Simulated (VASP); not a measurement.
The system is CoO.

```
Co O
1.0
     0.00000    2.24997    2.24997
     2.24997    0.00000    2.24997
     2.24997    2.24997    0.00000
Co O
1 1
Direct
  0.00000 0.00000 0.00000
  0.25000 0.25000 0.25000
```

Base run:

```yaml
Program: VASP 6.6.1
Functional: PBE
Potentials_or_basis: VASP PAW PBE potentials, release 64 (Co, O)
Cutoff: 520 eV
k_mesh: 16 × 16 × 16
Occupations: gaussian, width 0.05 eV
Spin: collinear spin, ferromagnetic start
Starting_moments: "[3.0, 0.0] μB"
Hubbard_terms: Co d U = 5.0 eV
```

Its results: pressure 13.0 GPa; net moment 3.00 μB per cell; site moments Co +2.76; O +0.15 μB.

**Question.** The run is repeated on the same cell with these changes: occupations from gaussian, width 0.05 eV to gaussian, width 0.1 eV; hubbard terms from Co d U = 5.0 eV to none. What comes out?

**Answer.** Pressure -0.1 GPa; net moment 2.75 μB per cell; site moments Co +2.37; O +0.29 μB.

Caveats: a cell with one magnetic atom can't hold antiferromagnetic order, which such compounds often take.
